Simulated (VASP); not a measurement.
# In9P7 (a cell with a defect) in VASP: a series of runs

Runs on In9P7 (a cell with a defect). Level: PBE. Tasks: single point, relaxation of the atoms.

Everything below comes from runs of VASP 6.6.1. Logs are shortened: lines on timing, memory, paths and dates and some standing lists are left out, and cuts for length are marked.

### 1 The cell of the first run

The cell holds a defect, 16 atoms: a = 8.428 Å, b = 8.428 Å, c = 8.428 Å, α = 60.00°, β = 60.00°, γ = 60.00°.

### 2 Single point, PBE, collinear spin

INCAR reads:

```
PREC = Accurate ; ENCUT = 520
EDIFF = 1E-7 ; ISMEAR = 0
SIGMA = 0.02 ; LREAL = Auto
LASPH = T ; NELM = 150
ALGO = Normal ; ISIF = 2
LWAVE = F ; LCHARG = F
ISPIN = 2 ; MAGMOM = 0.2 0 0 0 0.2 0.2 0.2 0 0.2 0 0 0 0 0 0 0
LORBIT = 11 ; GGA = PE
NBANDS = 94 ; NELECT = 153.0
```

KPOINTS reads:

```
Automatic mesh
0
Gamma
  3 3 3
```

POSCAR reads:

```
In9P7
1.0
    0.0000000000      5.9597880294     -5.9597880294
    5.9597880294      5.9597880294      0.0000000000
    5.9597880294      0.0000000000     -5.9597880294
In P
9 7
Direct
    0.5033520874      0.5033520874     -0.0100562623
    0.4985506640      0.0004831120      0.0004831120
    1.0004831120      0.4985506640      0.0004831120
    1.0004831120      0.0004831120      0.0004831120
    0.5033520874      0.5033520874      0.5033520874
    0.5033520874     -0.0100562623      0.5033520874
    0.9899437377      0.5033520874      0.5033520874
    1.0004831120      0.0004831120      0.4985506640
    0.3750000000      0.3750000000      0.3750000000
    0.3755791673      0.8744208327      0.3755791673
    0.8744208327      0.3755791673      0.3755791673
    0.8744208327      0.8744208327      0.3755791673
    0.3755791673      0.3755791673      0.8744208327
    0.3755791673      0.8744208327      0.8744208327
    0.8744208327      0.3755791673      0.8744208327
    0.8750000000      0.8750000000      0.8750000000
```

Potentials or basis: VASP PAW PBE potentials, release 64 (In_d, P).

Launch:

```bash
cat potpaw_PBE.64/In_d/POTCAR potpaw_PBE.64/P/POTCAR > POTCAR
mpirun -np 1 vasp_std > vasp.out
```

OUTCAR:

```text
PREC = Accurate
   ENCUT = 520
   EDIFF = 1E-7
   ISMEAR = 0
   LREAL = Auto
   LASPH = T
   NELM = 150
   ISIF = 2
   ISPIN = 2
   LORBIT = 11
   GGA = PE
   NELECT = 153.0

 ion  position               nearest neighbor table
   1  0.503  0.503  0.990-  13 2.55  14 2.55  15 2.55   9 2.65
   2  0.499  0.000  0.000-  14 2.58  13 2.58  10 2.58  16 2.59
   3  0.000  0.499  0.000-  15 2.58  13 2.58  11 2.58  16 2.59
   4  0.000  0.000  0.000-  12 2.58  14 2.58  15 2.58  16 2.59
   5  0.503  0.503  0.503-  10 2.55  11 2.55  13 2.55   9 2.65
   6  0.503  0.990  0.503-  10 2.55  12 2.55  14 2.55   9 2.65
[... 8 lines left out ...]
  15  0.874  0.376  0.874-   1 2.55   7 2.55   3 2.58   4 2.58
  16  0.875  0.875  0.875-   4 2.59   3 2.59   2 2.59   8 2.59

  LATTYP: Found a face centered cubic cell.
 ALAT       =    11.9195760588

  Lattice vectors:

 A1 = (   0.0000000000,   5.9597880294,  -5.9597880294)
 A2 = (   5.9597880294,   5.9597880294,   0.0000000000)
 A3 = (   5.9597880294,   0.0000000000,  -5.9597880294)

Analysis of symmetry for initial positions (statically):
=====================================================================
 Subroutine PRICEL returns:
 Original cell was already a primitive cell.

 Routine SETGRP: Setting up the symmetry group for a
 face centered cubic supercell.

 Subroutine GETGRP returns: Found 24 space group operations
 (whereof  6 operations were pure point group operations)
 out of a pool of 48 trial point group operations.

The static configuration has the point symmetry C_3v.
 The point group associated with its full space group is T_d .

Analysis of symmetry for dynamics (positions and initial velocities):
=====================================================================
 Subroutine PRICEL returns:
 Original cell was already a primitive cell.

 Routine SETGRP: Setting up the symmetry group for a
 face centered cubic supercell.

 Subroutine GETGRP returns: Found 24 space group operations
 (whereof  6 operations were pure point group operations)
 out of a pool of 48 trial point group operations.

The dynamic configuration has the point symmetry C_3v.
 The point group associated with its full space group is T_d .

Analysis of structural, dynamic, and magnetic symmetry:
=====================================================================
 Subroutine PRICEL returns:
 Original cell was already a primitive cell.

 Routine SETGRP: Setting up the symmetry group for a
 face centered cubic supercell.

 Subroutine GETGRP returns: Found 24 space group operations
 (whereof  6 operations were pure point group operations)
 out of a pool of 48 trial point group operations.

The overall configuration has the point symmetry C_3v.
 The point group associated with its full space group is T_d .

 Subroutine INISYM returns: Found 24 space group operations
 (whereof  6 operations are pure point group operations),
 and found     1 'primitive' translations

----------------------------------------------------------------------------------------

                                     Primitive cell

  volume of cell :     423.3723

  direct lattice vectors                    reciprocal lattice vectors
     0.000000000  5.959788029 -5.959788029    -0.083895601  0.083895601 -0.083895601
     5.959788029  5.959788029  0.000000000     0.083895601  0.083895601  0.083895601
     5.959788029  0.000000000 -5.959788029     0.083895601 -0.083895601 -0.083895601

  length of vectors
     8.428413060  8.428413060  8.428413060     0.145311444  0.145311444  0.145311444

  position of ions in fractional coordinates (direct lattice)
     0.503352087  0.503352087  0.989943738
     0.498550664  0.000483112  0.000483112
     0.000483112  0.498550664  0.000483112
     0.000483112  0.000483112  0.000483112
     0.503352087  0.503352087  0.503352087
     0.503352087  0.989943738  0.503352087
[... 8 lines left out ...]
     0.874420833  0.375579167  0.874420833
     0.875000000  0.875000000  0.875000000

  ion indices of the primitive-cell ions
   primitive index   ion index
                 1           1
                 2           2
                 3           3
                 4           4
                 5           5
                 6           6
[... 8 lines left out ...]
                15          15
                16          16

----------------------------------------------------------------------------------------

 KPOINTS: Automatic mesh

Automatic generation of k-mesh.
 Grid dimensions read from file:
 generate k-points for:    3    3    3

 Generating k-lattice:

  Cartesian coordinates                     Fractional coordinates (reciprocal lattice)
    -0.027965200  0.027965200 -0.027965200     0.333333333  0.000000000  0.000000000
     0.027965200  0.027965200  0.027965200     0.000000000  0.333333333  0.000000000
     0.027965200 -0.027965200 -0.027965200     0.000000000  0.000000000  0.333333333

  Length of vectors
     0.048437148  0.048437148  0.048437148

  Shift w.r.t. Gamma in fractional coordinates (k-lattice)
     0.000000000  0.000000000  0.000000000

 Subroutine IBZKPT returns following result:
 ===========================================

 Found      4 irreducible k-points:

 Following reciprocal coordinates:
            Coordinates               Weight
  0.000000  0.000000  0.000000      1.000000
  0.333333  0.000000  0.000000      8.000000
  0.333333  0.333333  0.000000      6.000000
 -0.333333  0.333333  0.000000     12.000000
   k-points           NKPTS =      4   k-points in BZ     NKDIM =      4   number of bands    NBANDS=     94
   number of dos      NEDOS =    301   number of ions     NIONS =     16
   total plane-waves  NPLWV = 262144
   dimension x,y,z NGX =    64 NGY =   64 NGZ =   64
   dimension x,y,z NGXF=   128 NGYF=  128 NGZF=  128
   ions per type =               9   7
   NGX,Y,Z   is equivalent  to a cutoff of  12.62, 12.62, 12.62 a.u.
   NGXF,Y,Z  is equivalent  to a cutoff of  25.25, 25.25, 25.25 a.u.
 SYSTEM =  unknown system
   PREC   = accura    normal or accurate (medium, high low for compatibility)
   ISTART =      0    job   : 0-new  1-cont  2-samecut
   ICHARG =      2    charge: 1-file 2-atom 10-const
   ISPIN  =      2    spin polarized calculation?
   LNONCOLLINEAR =      F non collinear calculations
   LSORBIT =      F    spin-orbit coupling
   LASPH  =      T    aspherical Exc in radial PAW
   ENCUT  =  520.0 eV  38.22 Ry    6.18 a.u.  15.67 15.67 15.67*2*pi/ulx,y,z
   NELM   =    150;   NELMIN=  2; NELMDL= -5     # of ELM steps
   EDIFF  = 0.1E-06   stopping-criterion for ELM
   LREAL  =      T    real-space projection
   EDIFFG = 0.1E-05   stopping-criterion for IOM
   NSW    =      0    number of steps for IOM
   IBRION =     -1    ionic relax: 0-MD 1-quasi-New 2-CG
   NFREE  =      0    steps in history (QN), initial steepest desc. (CG)
   ISIF   =      2    stress and relaxation
   ISYM   =      2    0-nonsym 1-usesym 2-fastsym
   POTIM  = 0.5000    time-step for ionic-motion
   TEBEG  =    0.0;   TEEND  =   0.0 temperature during run
   PSTRESS=    0.0 pullay stress
   NELECT =     153.0000    total number of electrons
   NUPDOWN=      -1.0000    fix difference up-down
   EMIN   =  10.00;   EMAX   =-10.00  energy-range for DOS
   EFERMI =   0.00;   METHOD = LEGACY
   ISMEAR =     0;   SIGMA  =   0.02  broadening in eV -4-tet -1-fermi 0-gaus
   EFERMI_NEDOS =   21; number of points for ismear=-14 and -15
   IALGO  =     38    algorithm
   IMIX   =      4    mixing-type and parameters
     AMIX     =   0.40;   BMIX     =  1.00
     AMIX_MAG =   1.60;   BMIX_MAG =  1.00
  volume/ion in A,a.u.               =      26.46       178.57
  Fermi-wavevector in a.u.,A,eV,Ry     =   1.166088  2.203586 18.500661  1.359760
  Thomas-Fermi vector in A             =   2.302605
   LORBIT       =     11    0 simple, 1 ext, 2 COOP (PROOUT), +10 PAW based schemes
   GGA     = PE    functional components
   LHFCALC =     F    Hartree Fock is set to
   AEXX    =    0.0000 exact exchange contribution
   IVDW    =     0    specifies the selected vdW correction
   LEPSILON=     F    determine dielectric tensor
   LRPA    =     F    only Hartree local field effects (RPA)
 spin polarized calculation
 Gauss-broadening in eV      SIGMA  =   0.02
  energy-cutoff  :      520.00
  volume of cell :      423.37
 maximum number of plane-waves:     11527
 NGX is ok and might be reduce to    64
   NGX = 31   NGY = 31   NGZ = 31

 number of electron     153.0000020 magnetization       0.3333553

 Free energy of the ion-electron system (eV)
  ---------------------------------------------------
  ext. energy  EPLUGINS =         0.00000000
  ---------------------------------------------------
  free energy    TOTEN  =       -56.24701246 eV

  energy without entropy =      -56.24370990  energy(sigma->0) =      -56.24536118

 E-fermi :   5.9214     XC(G=0):  -9.2299

 val. band max:        5.9191970826   @ k =   0.3333   0.0000   0.0000
 cond. band min:       5.9822916487   @ k =   0.3333   0.0000   0.0000
 fundamental gap:      0.0630945661
 Fermi energy:         5.9214212524

 spin component 1

 k-point     1 :       0.0000    0.0000    0.0000
  band No.  band energies     occupation
      1      -9.5763      1.00000
      2      -9.5233      1.00000
      3      -9.5233      1.00000
      4      -9.4831      1.00000
      5      -9.4831      1.00000
      6      -9.4831      1.00000
[... 80 lines left out ...]
     87       7.3496      0.00000
     88       8.8065      0.00000

 k-point     2 :       0.3333    0.0000    0.0000
  band No.  band energies     occupation
      1      -9.5639      1.00000
      2      -9.5145      1.00000
      3      -9.5145      1.00000
      4      -9.4822      1.00000
      5      -9.4793      1.00000
      6      -9.4793      1.00000
[... 179 lines left out ...]
      4      -9.4852      1.00000
      5      -9.4764      1.00000
      6      -9.4709      1.00000
[... 80 lines left out ...]
     87       8.8855      0.00000
     88       8.8998      0.00000
 Fermi energy:         5.9214212524

 spin component 2

 k-point     1 :       0.0000    0.0000    0.0000
  band No.  band energies     occupation
      1      -9.5763      1.00000
      2      -9.5225      1.00000
      3      -9.5225      1.00000
      4      -9.4823      1.00000
      5      -9.4823      1.00000
      6      -9.4823      1.00000
[... 80 lines left out ...]
     87       7.3705      0.00000
     88       8.8296      0.00000

 k-point     2 :       0.3333    0.0000    0.0000
  band No.  band energies     occupation
      1      -9.5638      1.00000
      2      -9.5138      1.00000
      3      -9.5138      1.00000
      4      -9.4816      1.00000
      5      -9.4786      1.00000
      6      -9.4786      1.00000
[... 179 lines left out ...]
      4      -9.4846      1.00000
      5      -9.4758      1.00000
      6      -9.4703      1.00000
[... 80 lines left out ...]
     87       8.9011      0.00000
     88       8.9118      0.00000
 [bands above 88 left out]

------------------------ aborting loop because EDIFF is reached ----------------------------------------

  FORCE on cell =-STRESS in cart. coord.  units (eV):
  Direction    XX          YY          ZZ          XY          YZ          ZX
  --------------------------------------------------------------------------------------
  -------------------------------------------------------------------------------------
  Total       17.9498971     17.9498971     17.9498971     -0.0000000      0.0000000      0.0000000
  in kB       67.9282004     67.9282004     67.9282004     -0.0000000      0.0000000      0.0000000
  external PRESSURE =      67.9282004 kB  Pullay stress =       0.0000000 kB

 VOLUME and BASIS-vectors are now :
 -----------------------------------------------------------------------------
  energy-cutoff  :      520.00
  volume of cell :      423.37
      direct lattice vectors                 reciprocal lattice vectors
     0.000000000  5.959788029 -5.959788029    -0.083895601  0.083895601 -0.083895601
     5.959788029  5.959788029  0.000000000     0.083895601  0.083895601  0.083895601
     5.959788029  0.000000000 -5.959788029     0.083895601 -0.083895601 -0.083895601

 POSITION                                       TOTAL-FORCE (eV/Angst)
 -----------------------------------------------------------------------------------
      8.89973      5.99974     -8.89973         0.002317     -0.002317     -0.002317
      0.00576      2.97414     -2.97414        -0.000868      0.000868     -0.000868
      2.97414      2.97414     -0.00576         0.000868      0.000868      0.000868
      0.00576      0.00576     -0.00576        -0.000868     -0.000868      0.000868
      5.99974      5.99974     -5.99974        -0.002317     -0.002317      0.002317
      8.89973      8.89973     -5.99974         0.002317      0.002317      0.002317
[... 8 lines left out ...]
      7.44974      7.44974    -10.42273        -0.000000     -0.000000      0.007031
     10.42963     10.42963    -10.42963        -0.000000     -0.000000      0.000000
 -----------------------------------------------------------------------------------
    total drift:                                0.000003      0.000003     -0.000003

  FREE ENERGIE OF THE ION-ELECTRON SYSTEM (eV)
  ---------------------------------------------------
  free  energy   TOTEN  =       -56.2470124648 eV

  energy  without entropy=      -56.2437099044  energy(sigma->0) =      -56.24536118

 total charge

# of ion       s       p       d       tot
------------------------------------------
    1        0.881   0.785   9.885  11.552
    2        0.834   0.722   9.894  11.451
    3        0.834   0.722   9.894  11.451
    4        0.834   0.722   9.894  11.451
    5        0.881   0.785   9.885  11.552
    6        0.881   0.785   9.885  11.552
[... 8 lines left out ...]
   15        1.042   1.481   0.000   2.523
   16        1.038   1.477   0.000   2.516
--------------------------------------------------
tot         15.089  17.320  88.952 121.360

 magnetization (x)

# of ion       s       p       d       tot
------------------------------------------
    1        0.002   0.013   0.002   0.017
    2       -0.000  -0.000   0.000  -0.000
    3       -0.000  -0.000   0.000  -0.000
    4       -0.000  -0.000   0.000  -0.000
    5        0.002   0.013   0.002   0.017
    6        0.002   0.013   0.002   0.017
[... 8 lines left out ...]
   15        0.001   0.011   0.000   0.011
   16       -0.000  -0.000   0.000  -0.000
--------------------------------------------------
tot          0.011   0.172   0.011   0.193
```

Run time: 11 min. Hardware: 1 thread of AMD EPYC 9R45 (Zen 5), shared host; peak memory 0.82 GiB.

Results:

```
Free energy                                           : -56.2470 eV
Largest force                                         : 0.007 eV/Å
Net moment                                            : 0.33 μB per cell
Site moments                                          : In +0.02, -0.00, +0.06 (each value once); P +0.01, -0.00 (each value once) μB
Valence electrons inside the program's atomic spheres : In 11.55, 11.45, 11.70 (each value once); P 2.52
```

Forces in eV/Å, atoms in the order of the input:
```
In   0.002 -0.002 -0.002
In  -0.001  0.001 -0.001
In   0.001  0.001  0.001
In  -0.001 -0.001  0.001
In  -0.002 -0.002  0.002
In   0.002  0.002  0.002
In  -0.002  0.002 -0.002
In   0.001 -0.001 -0.001
In   0.000  0.000  0.000
P    0.000  0.000 -0.007
P    0.007  0.000  0.000
P    0.000 -0.007  0.000
P    0.000  0.007  0.000
P   -0.007  0.000  0.000
P    0.000  0.000  0.007
P    0.000  0.000  0.000
```

Caveat: the cell carries a net charge on a neutralising background, which shifts energy and pressure; the cell is charged against a uniform background, so pressure and absolute levels hang on convention; spin-orbit coupling is left out, which moves the levels of the heavy elements.

[end of part 1 of 2]
